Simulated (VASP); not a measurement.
# MgO (P1) in VASP: a series of runs

Runs on MgO. Level: PBE. Tasks: single point.

All numbers are computed with VASP 6.6.1; they aren't measurements. Logs are shortened: lines on timing, memory, paths and dates and some standing lists are left out, and cuts for length are marked.

### Step 1. The cell of the first run

The typed cell holds 4 atoms: a = 3.313 Å, b = 3.249 Å, c = 4.931 Å, α = 90.06°, β = 90.26°, γ = 119.88°.

### Step 2. Single point, PBE (atoms moved at random and the cell strained at random)

File INCAR:

```
  PREC = Accurate
  ENCUT = 520
  EDIFF = 1E-7
  ISMEAR = 0
  SIGMA = 0.02
  LREAL = False
  LASPH = True
  NELM = 80
  ALGO = Normal
  ISIF = 2
  LWAVE = False
  LCHARG = False
  GGA = PE
  NBANDS = 16
```

File KPOINTS:

```
regular mesh
0
Gamma
  9 9 6
```

File POSCAR:

```
MgO
1.0
    3.3128479006      0.0221952507     -0.0075748322
   -1.6372022994      2.8060917029     -0.0017126688
   -0.0114107990     -0.0095671328      4.9311593583
Mg O
2 2
Direct
    0.3565516155      0.7383164729      0.0205547183
    0.7216345927      0.3241139814      0.4702203903
    0.2536706729      0.6621215765      0.3857772113
    0.6681400957      0.2754479692      0.9326476801
```

Potentials or basis: VASP PAW PBE potentials, release 64 (Mg, O).

Command:

```console
> cat potpaw_PBE.64/Mg/POTCAR potpaw_PBE.64/O/POTCAR > POTCAR
> mpirun -np 1 vasp_std > vasp.out
```

OUTCAR:

```text
PREC = Accurate
   ENCUT = 520
   EDIFF = 1E-7
   ISMEAR = 0
   LREAL = False
   LASPH = True
   NELM = 80
   ISIF = 2
   GGA = PE

 ion  position               nearest neighbor table
   1  0.357  0.738  0.021-   4 1.58   3 1.83   4 2.06   4 2.25   2 2.77   2 2.90   2 3.13   2 3.19
                             2 3.27   2 3.50
   2  0.722  0.324  0.470-   3 1.60   3 1.97   4 2.29   3 2.34   4 2.66   1 2.77   1 2.90   1 3.13
                             1 3.19   1 3.27   1 3.50
   3  0.254  0.662  0.386-   2 1.60   1 1.83   2 1.97   2 2.34
   4  0.668  0.275  0.933-   1 1.58   1 2.06   1 2.25   2 2.29   2 2.66

  LATTYP: Found a triclinic cell.
 ALAT       =     3.2874125890
 B/A-ratio  =     0.9882489598
 C/A-ratio  =     1.5000191512
 COS(alpha) =     0.0010368016
 COS(beta)  =     0.0056738121
 COS(gamma) =     0.4862392591

  Lattice vectors:

 A1 = (  -1.6756456012,  -2.8282869536,   0.0092875010)
 A2 = (   1.6372022994,  -2.8060917029,   0.0017126688)
 A3 = (  -0.0114107990,  -0.0095671328,   4.9311593583)

Analysis of symmetry for initial positions (statically):
=====================================================================
 Subroutine PRICEL returns:
 Original cell was already a primitive cell.

 Routine SETGRP: Setting up the symmetry group for a
 triclinic supercell.

 Subroutine GETGRP returns: Found  1 space group operations
 (whereof  1 operations were pure point group operations)
 out of a pool of  2 trial point group operations.

The static configuration has the point symmetry C_1 .

Analysis of symmetry for dynamics (positions and initial velocities):
=====================================================================
 Subroutine PRICEL returns:
 Original cell was already a primitive cell.

 Routine SETGRP: Setting up the symmetry group for a
 triclinic supercell.

 Subroutine GETGRP returns: Found  1 space group operations
 (whereof  1 operations were pure point group operations)
 out of a pool of  2 trial point group operations.

The dynamic configuration has the point symmetry C_1 .

 Subroutine INISYM returns: Found  1 space group operations
 (whereof  1 operations are pure point group operations),
 and found     1 'primitive' translations

----------------------------------------------------------------------------------------

                                     Primitive cell

  volume of cell :      46.0196

  direct lattice vectors                    reciprocal lattice vectors
     3.312847901  0.022195251 -0.007574832     0.300682106  0.175432332  0.001036147
    -1.637202299  2.806091703 -0.001712669    -0.002376723  0.354981269  0.000683213
    -0.011410799 -0.009567133  4.931159358     0.000461057  0.000392775  0.202793896

  length of vectors
     3.312930911  3.248782071  4.931181841     0.348119671  0.354989883  0.202794801

  position of ions in fractional coordinates (direct lattice)
     0.356551616  0.738316473  0.020554718
     0.721634593  0.324113981  0.470220390
     0.253670673  0.662121576  0.385777211
     0.668140096  0.275447969  0.932647680

  ion indices of the primitive-cell ions
   primitive index   ion index
                 1           1
                 2           2
                 3           3
                 4           4

----------------------------------------------------------------------------------------

 KPOINTS: regular mesh

Automatic generation of k-mesh.
 Grid dimensions read from file:
 generate k-points for:    9    9    6

 Generating k-lattice:

  Cartesian coordinates                     Fractional coordinates (reciprocal lattice)
     0.033409123  0.019492481  0.000115127     0.111111111 -0.000000000 -0.000000000
    -0.000264080  0.039442363  0.000075913     0.000000000  0.111111111 -0.000000000
     0.000076843  0.000065462  0.033798983     0.000000000 -0.000000000  0.166666667

  Length of vectors
     0.038679963  0.039443320  0.033799133

  Shift w.r.t. Gamma in fractional coordinates (k-lattice)
     0.000000000  0.000000000  0.000000000

 Subroutine IBZKPT returns following result:
 ===========================================

 Found    244 irreducible k-points:

 Following reciprocal coordinates:
            Coordinates               Weight
  0.000000  0.000000  0.000000      1.000000
  0.111111 -0.000000 -0.000000      2.000000
  0.222222 -0.000000  0.000000      2.000000
  0.333333  0.000000 -0.000000      2.000000
  0.444444 -0.000000  0.000000      2.000000
 -0.000000  0.111111  0.000000      2.000000
[... 16 lines left out ...]
 -0.111111  0.222222  0.000000      2.000000
  0.000000  0.333333  0.000000      2.000000
 [... further k-points ...]
   k-points           NKPTS =    244   k-points in BZ     NKDIM =    244   number of bands    NBANDS=     16
   number of dos      NEDOS =    301   number of ions     NIONS =      4
   total plane-waves  NPLWV =  26880
   dimension x,y,z NGX =    28 NGY =   24 NGZ =   40
   dimension x,y,z NGXF=    56 NGYF=   48 NGZF=   80
   ions per type =               2   2
   NGX,Y,Z   is equivalent  to a cutoff of  14.05, 12.28, 13.49 a.u.
   NGXF,Y,Z  is equivalent  to a cutoff of  28.10, 24.56, 26.97 a.u.
 SYSTEM =  unknown system
   PREC   = accura    normal or accurate (medium, high low for compatibility)
   ISTART =      0    job   : 0-new  1-cont  2-samecut
   ICHARG =      2    charge: 1-file 2-atom 10-const
   ISPIN  =      1    spin polarized calculation?
   LNONCOLLINEAR =      F non collinear calculations
   LSORBIT =      F    spin-orbit coupling
   LASPH  =      T    aspherical Exc in radial PAW
   ENCUT  =  520.0 eV  38.22 Ry    6.18 a.u.   6.16  6.04  9.17*2*pi/ulx,y,z
   NELM   =     80;   NELMIN=  2; NELMDL= -5     # of ELM steps
   EDIFF  = 0.1E-06   stopping-criterion for ELM
   LREAL  =      F    real-space projection
   EDIFFG = 0.1E-05   stopping-criterion for IOM
   NSW    =      0    number of steps for IOM
   IBRION =     -1    ionic relax: 0-MD 1-quasi-New 2-CG
   NFREE  =      0    steps in history (QN), initial steepest desc. (CG)
   ISIF   =      2    stress and relaxation
   ISYM   =      2    0-nonsym 1-usesym 2-fastsym
   POTIM  = 0.5000    time-step for ionic-motion
   TEBEG  =    0.0;   TEEND  =   0.0 temperature during run
   PSTRESS=    0.0 pullay stress
   NELECT =      16.0000    total number of electrons
   NUPDOWN=      -1.0000    fix difference up-down
   EMIN   =  10.00;   EMAX   =-10.00  energy-range for DOS
   EFERMI =   0.00;   METHOD = LEGACY
   ISMEAR =     0;   SIGMA  =   0.02  broadening in eV -4-tet -1-fermi 0-gaus
   EFERMI_NEDOS =   21; number of points for ismear=-14 and -15
   IALGO  =     38    algorithm
   IMIX   =      4    mixing-type and parameters
     AMIX     =   0.40;   BMIX     =  1.00
     AMIX_MAG =   1.60;   BMIX_MAG =  1.00
  volume/ion in A,a.u.               =      11.50        77.64
  Fermi-wavevector in a.u.,A,eV,Ry     =   1.151155  2.175368 18.029874  1.325158
  Thomas-Fermi vector in A             =   2.287815
   LORBIT       =      0    0 simple, 1 ext, 2 COOP (PROOUT), +10 PAW based schemes
   GGA     = PE    functional components
   LHFCALC =     F    Hartree Fock is set to
   AEXX    =    0.0000 exact exchange contribution
   IVDW    =     0    specifies the selected vdW correction
   LEPSILON=     F    determine dielectric tensor
   LRPA    =     F    only Hartree local field effects (RPA)
 non-spin polarized calculation
 Gauss-broadening in eV      SIGMA  =   0.02
  energy-cutoff  :      520.00
  volume of cell :       46.02
 maximum number of plane-waves:      1253
 NGX is ok and might be reduce to    28
   NGX = 13   NGY = 13   NGZ = 19

 number of electron      16.0000001 magnetization

 Free energy of the ion-electron system (eV)
  ---------------------------------------------------
  ext. energy  EPLUGINS =         0.00000000
  ---------------------------------------------------
  free energy    TOTEN  =       -20.31893621 eV

  energy without entropy =      -20.31893621  energy(sigma->0) =      -20.31893621

 E-fermi :   1.4392     XC(G=0):  -9.7901

 val. band max:        1.2850823554   @ k =   0.0000   0.0000   0.0000
 cond. band min:       4.6380925805   @ k =   0.0000   0.0000   0.0000
 fundamental gap:      3.3530102251
 Fermi energy:         1.4391821357

 k-point     1 :       0.0000    0.0000    0.0000
  band No.  band energies     occupation
      1     -15.3417      2.00000
      2     -14.0891      2.00000
      3      -2.1044      2.00000
      4      -0.1267      2.00000
      5       0.5029      2.00000
      6       0.9388      2.00000
[... 8 lines left out ...]
     15      17.5122      0.00000
     16      18.3818      0.00000

 k-point     2 :       0.1111   -0.0000   -0.0000
  band No.  band energies     occupation
      1     -15.2784      2.00000
      2     -14.0644      2.00000
      3      -1.9881      2.00000
      4      -0.3713      2.00000
      5       0.3978      2.00000
      6       0.6840      2.00000
[... 8 lines left out ...]
     15      17.2582      0.00000
     16      18.2741      0.00000

 k-point     3 :       0.2222   -0.0000    0.0000
  band No.  band energies     occupation
      1     -15.1102      2.00000
      2     -14.0046      2.00000
      3      -1.6667      2.00000
      4      -0.9482      2.00000
      5      -0.0248      2.00000
      6       0.3114      2.00000
[... 8 lines left out ...]
     15      16.9925      0.00000
     16      17.5782      0.00000

 k-point     4 :       0.3333    0.0000   -0.0000
  band No.  band energies     occupation
      1     -14.9020      2.00000
      2     -13.9455      2.00000
      3      -1.6186      2.00000
      4      -1.1255      2.00000
      5      -0.5514      2.00000
      6       0.1443      2.00000
[... 8 lines left out ...]
     15      16.5876      0.00000
     16      17.7408      0.00000
[... 324 lines left out ...]
 k-point    22 :      -0.2222    0.2222    0.0000
  band No.  band energies     occupation
      1     -15.1491      2.00000
      2     -13.9880      2.00000
      3      -1.7049      2.00000
      4      -0.9108      2.00000
      5      -0.2736      2.00000
      6       0.3566      2.00000
[... 8 lines left out ...]
     15      16.8754      0.00000
     16      17.2435      0.00000

 k-point    23 :      -0.1111    0.2222    0.0000
  band No.  band energies     occupation
      1     -15.1770      2.00000
      2     -14.0075      2.00000
      3      -1.7803      2.00000
      4      -0.6194      2.00000
      5      -0.2414      2.00000
      6       0.4299      2.00000
[... 8 lines left out ...]
     15      16.9622      0.00000
     16      17.8233      0.00000

 k-point    24 :       0.0000    0.3333    0.0000
  band No.  band energies     occupation
      1     -14.8876      2.00000
      2     -13.9182      2.00000
      3      -1.5770      2.00000
      4      -1.1275      2.00000
      5      -0.4929      2.00000
      6      -0.0740      2.00000
[... 8 lines left out ...]
     15      16.4862      0.00000
     16      17.6814      0.00000

 [... further k-points ...]

------------------------ aborting loop because EDIFF is reached ----------------------------------------

  FORCE on cell =-STRESS in cart. coord.  units (eV):
  Direction    XX          YY          ZZ          XY          YZ          ZX
  --------------------------------------------------------------------------------------
  -------------------------------------------------------------------------------------
  Total        5.8122825     18.7872948      4.7484077      8.3120146     -5.7109154     -2.9483533
  in kB      202.3552591    654.0817523    165.3163409    289.3837093   -198.8261543   -102.6472455
  external PRESSURE =     340.5844508 kB  Pullay stress =       0.0000000 kB

 VOLUME and BASIS-vectors are now :
 -----------------------------------------------------------------------------
  energy-cutoff  :      520.00
  volume of cell :       46.02
      direct lattice vectors                 reciprocal lattice vectors
     3.312847901  0.022195251 -0.007574832     0.300682106  0.175432332  0.001036147
    -1.637202299  2.806091703 -0.001712669    -0.002376723  0.354981269  0.000683213
    -0.011410799 -0.009567133  4.931159358     0.000461057  0.000392775  0.202793896

 POSITION                                       TOTAL-FORCE (eV/Angst)
 -----------------------------------------------------------------------------------
     -0.02781      2.07950      0.09739        -0.542279     -9.778473     -0.084862
      1.85466      0.92101      2.31271        -7.060212     -4.590553      3.234152
     -0.24806      1.85991      1.89927         7.101306      4.640903      0.198431
      1.75184      0.77884      4.59350         0.501184      9.728123     -3.347721
 -----------------------------------------------------------------------------------
    total drift:                                0.000020     -0.000049     -0.001478

  FREE ENERGIE OF THE ION-ELECTRON SYSTEM (eV)
  ---------------------------------------------------
  free  energy   TOTEN  =       -20.3189362142 eV

  energy  without entropy=      -20.3189362142  energy(sigma->0) =      -20.31893621
```

Run time: 3.8 min. Hardware: 1 thread of Intel Xeon 8259CL, shared host; peak memory 0.29 GiB.

What came out:

```yaml
Free_energy: -20.3189 eV
Pressure: 34.1 GPa
Largest_force: 10.300 eV/Å
Band_gap_on_the_k_mesh: 3.35 eV
```

Forces on the atoms (eV/Å):
```
Mg  -0.542 -9.778 -0.085
Mg  -7.060 -4.591  3.234
O    7.101  4.641  0.198
O    0.501  9.728 -3.348
```

Stress tensor (GPa, compression positive):
```
 20.24  28.94 -10.26
 28.94  65.41 -19.88
-10.26 -19.88  16.53
```

Caveat: the cell differs from its parent crystal (atoms moved at random and the cell strained at random); the stress differs along the axes, from 17 to 65 GPa; forces of over 1 eV/Å act on the atoms, so gaps and moduli don't describe the material at rest.

### Step 3. Single point, PBE (one atom moved)

File INCAR:

```
PREC = Accurate ; ENCUT = 520
EDIFF = 1E-7 ; ISMEAR = 0
SIGMA = 0.02 ; LREAL = F
LASPH = T ; NELM = 80
ALGO = Normal ; ISIF = 2
LWAVE = F ; LCHARG = T
GGA = PE ; LELF = T
LVHAR = T ; NBANDS = 16
```

File KPOINTS:

```
Automatic mesh
0
Gamma
  9 9 6
```

File POSCAR:

```
MgO
1.0
    3.3077869865      0.0000000000      0.0000000000
   -1.6538934933      2.8646275606      0.0000000000
    0.0000000000      0.0000000000      4.9828816700
Mg O
2 2
Direct
    0.3333333300      0.6666666700      0.0021597400
    0.6666666700      0.3333333300      0.5021597400
    0.3786808692      0.6666666700      0.4024402600
    0.6666666700      0.3333333300      0.9024402600
```

Potentials or basis: VASP PAW PBE potentials, release 64 (Mg, O).

Command:

```console
> cat potpaw_PBE.64/Mg/POTCAR potpaw_PBE.64/O/POTCAR > POTCAR
> mpirun -np 1 vasp_std > vasp.out
```

It took 3.7 min on 1 thread of Intel Xeon 8259CL, shared host; peak memory 0.31 GiB.

Results (log left out):

```
Free energy            : -23.3958 eV
Pressure               : 4.0 GPa
Largest force          : 1.766 eV/Å
Band gap on the k mesh : 3.43 eV
```

Forces in eV/Å, atoms in the order of the input:
```
Mg   0.120  0.001  0.045
Mg   1.476 -0.414  0.200
O   -1.698  0.428 -0.230
O    0.103 -0.015 -0.015
```

Stress tensor (GPa, compression positive):
```
 4.83 -4.81  2.07
-4.81  3.84 -0.68
 2.07 -0.68  3.37
```

Levels at points of the mesh, in eV from the valence-band top:
| k point | band 5 | band 6 | band 7 | band 8 | band 9 | band 10 | band 11 | band 12 |
| --- | --- | --- | --- | --- | --- | --- | --- | --- |
| (0.00, 0.00, 0.00) | -0.72 | -0.46 | -0.45 | 0.00 | 3.43 | 8.48 | 10.29 | 13.83 |
| (0.00, 0.00, 0.50) | -0.75 | -0.65 | -0.63 | -0.51 | 5.93 | 5.96 | 13.17 | 13.19 |

Caveat: the cell differs from its parent crystal (one atom moved); the cell stands under pressure; forces of over 1 eV/Å act on the atoms, so gaps and moduli don't describe the material at rest.
